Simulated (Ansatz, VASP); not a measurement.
## ZnO in VASP and in Ansatz

Contents of INCAR:

```
  PREC = Accurate
  ENCUT = 600
  EDIFF = 1E-6
  ISMEAR = 0
  SIGMA = 0.1
  LREAL = False
  LASPH = True
  NELM = 120
  ALGO = Normal
  ISIF = 2
  LWAVE = False
  LCHARG = False
  GGA = CA
  NBANDS = 16
  GGA_COMPAT = False
```

KPOINTS

```
Automatic mesh
0
Gamma
  8 8 8
```

File POSCAR:

```
ZnO
1.0
    0.0000000000      2.1694420000      2.1694420000
    2.1694420000      0.0000000000      2.1694420000
    2.1694420000      2.1694420000      0.0000000000
Zn O
1 1
Direct
    0.0000000000      0.0000000000      0.0000000000
    0.5000000000      0.5000000000      0.5000000000
```

Input for Ansatz:

```yaml
crystal:
  lattice:
    - [0.0, 2.169442, 2.169442]
    - [2.169442, 0.0, 2.169442]
    - [2.169442, 2.169442, 0.0]
  atoms:
    - { symbol: Zn, position: [0.0, 0.0, 0.0] }
    - { symbol: O, position: [0.5, 0.5, 0.5] }
basis:
  ecutwfc: 420
kpoints:
  mp_grid: { grid: [8, 8, 8] }
hamiltonian:
  xc: lda
scf:
  occupations: { method: gaussian, width: 0.1 }
output:
  forces: true
  stress: true
  eigenvalues: true
```

Alike in both runs: task single point; functional LDA; k mesh 8 × 8 × 8; occupations gaussian, width 0.1 eV; no spin polarisation.

|  | VASP | Ansatz |
| --- | --- | --- |
| version | VASP 6.6.1 | Ansatz 0.2.0 |
| potentials or method | VASP PAW LDA potentials, release 64 (Zn, O), cutoff 600 eV | scalar-relativistic, plane waves, PAW |
| valence electrons in the cell | 18 | 18 |

```tsv
	VASP	Ansatz	Ansatz less VASP
gap on the k mesh at the Fermi level (eV)	0.68	0.68	-0.002
least direct gap on the mesh (eV)	1.90	1.91	+0.006
pressure (GPa)	-14.2	-15.0	-0.83
```

LDA's correlation is that of Perdew and Zunger in VASP and of Perdew and Wang (1992) in Ansatz.
